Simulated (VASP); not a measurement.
Input of a VASP 6.6.1 run:

The input INCAR:

```
SYSTEM = Ga
ALGO = Normal
EDIFF = 1E-6
ENCUT = 520
GGA = RE
ISIF = 2
ISMEAR = -1
LASPH = .True.
LCHARG = .False.
LREAL = .False.
LWAVE = .False.
NBANDS = 34
NELM = 80
PREC = Accurate
SIGMA = 0.1
```

KPOINTS

```
k-points
0
Gamma
  10 10 9
  0 0 0
```

File POSCAR:

```
Ga
1.0
    2.3354746722     -3.9090875424      0.0000000000
    2.3354746722      3.9090875424      0.0000000000
    0.0000000000      0.0000000000      4.5855970268
Ga
4
Direct
    0.8439416661      0.1560583339      0.0826813058
    0.6560583339      0.3439416661      0.5826813058
    0.1560583339      0.8439416661      0.9173186942
    0.3439416661      0.6560583339      0.4173186942
```

Potentials or basis: VASP PAW PBE potentials, release 64 (Ga_d).

Command:

```bash
$ cat potpaw_PBE.64/Ga_d/POTCAR > POTCAR
$ mpirun -np 1 vasp_std > vasp.out
```

Q: Estimate the pressure.

A: 0.1 GPa.

Q: Predict the largest force.

A: 0.022 eV/Å.

Stress tensor (GPa, compression positive):
```
-0.07  0.00  0.00
 0.00  0.10  0.00
 0.00  0.00  0.35
```

Caveat: the PAW data sets were made with another functional, which shifts forces and pressure a little.
